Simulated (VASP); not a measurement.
**Ga4Bi3P: single point with PBE**

Crystal: Ga4Bi3P.

```xyz
8
Lattice="6.2108 0.0000 0.0000 0.0000 6.2108 0.0000 0.0000 0.0000 6.2108" Properties=species:S:1:pos:R:3 pbc="T T T"
P     0.0000    0.0000    0.0000
Ga    4.7758    4.7758    4.7758
Ga    1.4350    1.4350    4.7758
Ga    1.4350    4.7758    1.4350
Ga    4.7758    1.4350    1.4350
Bi    3.1054    3.1054    0.0000
Bi    3.1054    0.0000    3.1054
Bi    0.0000    3.1054    3.1054
```

```yaml
Program: VASP 6.6.1
Task: single point
Functional: PBE
Potentials_or_basis: VASP PAW PBE potentials, release 64 (P, Ga_d, Bi_d)
Cutoff: 520 eV
k_mesh: 4 × 4 × 4
Occupations: fermi-dirac, width 0.02 eV
Spin: no spin polarisation
Dipole_correction: no
Further_INCAR_settings: ALGO = Normal; EDIFF = 1e-06; NBANDS = 61
```

```yaml
Pressure: 0.0 GPa
Largest_force: 0.006 eV/Å
Band_gap_on_the_k_mesh: zero (bands 51 and 52 overlap by 0.45 eV)
```

Forces in eV/Å, atoms in the order of the input:
```
P    0.000  0.000  0.000
Ga  -0.004 -0.004 -0.004
Ga   0.004  0.004 -0.004
Ga   0.004 -0.004  0.004
Ga  -0.004  0.004  0.004
Bi   0.000  0.000  0.000
Bi   0.000  0.000  0.000
Bi   0.000  0.000  0.000
```

Levels at points of the mesh, in eV from the Fermi level:
| k point | band 47 | band 48 | band 49 | band 50 | band 51 | band 52 | band 53 | band 54 | band 55 | band 56 |
| --- | --- | --- | --- | --- | --- | --- | --- | --- | --- | --- |
| (0.00, 0.00, 0.00) | -2.11 | -2.11 | -1.38 | 0.17 | 0.17 | 0.17 | 0.91 | 0.91 | 1.02 | 1.02 |
| (0.50, 0.00, 0.00) | -2.75 | -1.79 | -1.79 | -1.02 | -1.02 | 1.05 | 1.64 | 2.23 | 2.24 | 3.34 |
| (0.50, 0.50, 0.00) | -2.54 | -1.51 | -1.51 | -0.86 | -0.38 | 1.22 | 1.53 | 2.07 | 2.07 | 3.70 |
| (0.50, 0.50, 0.50) | -0.71 | -0.71 | -0.71 | -0.35 | -0.35 | -0.27 | 0.01 | 0.01 | 0.01 | 3.36 |

It took 86 s on 1 thread of Intel(R) Xeon(R) 6975P-C (Granite Rapids), on a shared host, peak memory 0.38 GiB.

Caveat: spin-orbit coupling is left out, which moves the levels of the heavy elements.
